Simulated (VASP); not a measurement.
## Rh2O5 (cubic X2O5 type): single point with PBE

Rh2O5 (cubic X2O5 type):

```xyz
14
Lattice="5.1431 0.0000 0.0000 0.0000 5.1431 0.0000 0.0000 0.0000 5.1431" Properties=species:S:1:pos:R:3 pbc="T T T"
Rh    0.0000    0.0000    0.0000
Rh    2.5715    2.5715    0.0000
Rh    2.5715    0.0000    2.5715
Rh    0.0000    2.5715    2.5715
O     2.5715    0.0000    0.0000
O     0.0000    2.5715    0.0000
O     0.0000    0.0000    2.5715
O     2.5715    2.5715    2.5715
O     3.8573    3.8573    1.2858
O     3.8573    1.2858    3.8573
O     1.2858    3.8573    3.8573
O     3.8573    1.2858    1.2858
O     1.2858    3.8573    1.2858
O     1.2858    1.2858    3.8573
```

```
Program                : VASP 6.6.1
Task                   : single point
Functional             : PBE
Potentials or basis    : VASP PAW PBE potentials, release 64 (Rh_pv, O)
Cutoff                 : 520 eV
k mesh                 : 8 × 8 × 8
Occupations            : fermi-dirac, width 0.0612256 eV
Spin                   : no spin polarisation
Dipole correction      : no
Further INCAR settings : ALGO = Normal; EDIFF = 1e-06; NBANDS = 73
```

| Property | Result |
| --- | --- |
| Pressure | -7.6 GPa |
| Band gap on the k mesh | zero (bands 60 and 61 overlap by 0.89 eV) |

Levels at points of the mesh, in eV from the Fermi level:
```tsv
k point	band 58	band 59	band 60	band 61	band 62	band 63
(0.00, 0.00, 0.00)	-0.53	-0.53	-0.53	-0.18	-0.18	-0.18
(0.50, 0.00, 0.00)	-0.90	-0.76	-0.76	0.11	0.11	0.64
(0.50, 0.50, 0.00)	0.15	0.28	0.28	0.32	0.32	0.47
(0.50, 0.50, 0.50)	0.27	0.35	0.35	0.37	0.41	0.41
```

It took 5.1 min on 1 thread of Intel(R) Xeon(R) Platinum 8488C (Sapphire Rapids), with other jobs on the host, peak memory 0.38 GiB.

Caveat: the cell stands under tension.
